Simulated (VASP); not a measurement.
Be:

```
CELL_PARAMETERS angstrom
2.28530 0.00000 0.00000
-1.14265 1.97913 0.00000
0.00000 0.00000 3.58420
ATOMIC_POSITIONS crystal
Be 0.33333 0.66667 0.25000
Be 0.66667 0.33333 0.75000
```

* Program: VASP 6.6.1
* Task: relaxation of cell and atoms
* Functional: PBEsol
* Potentials or basis: VASP PAW PBE potentials, release 64 (Be)
* Cutoff: 600 eV
* k mesh: 21 × 21 × 12
* Occupations: gaussian, width 0.1 eV
* Spin: no spin polarisation

At the start: pressure -3.6 GPa; volume 8.11 Å³/atom.

Task: Where does the relaxation end?

Result: Over 5 steps the energy falls by 3.0 meV/atom and the volume is 7.85 Å³/atom (-3.1 %); space group P6_3/mmc (No. 194, to 0.1 Å) before and after.

The path:
```csv
step,energy change (eV),largest force (eV/Å),pressure (GPa),volume (Å³)
1,0.0000,0.0000,-3.58,16.21
2,-0.0058,0.0000,-0.55,15.79
3,-0.0060,0.0000,0.04,15.71
4,-0.0060,0.0000,0.12,15.70
5,-0.0060,0.0000,0.07,15.71
```

Final structure:
```
CELL_PARAMETERS angstrom
2.25681 0.00000 0.00000
-1.12841 1.95446 0.00000
0.00000 0.00000 3.56118
ATOMIC_POSITIONS crystal
Be 0.33333 0.66667 0.25000
Be 0.66667 0.33333 0.75000
```

Caveat: the PAW data sets were made with another functional, which shifts forces and pressure a little.
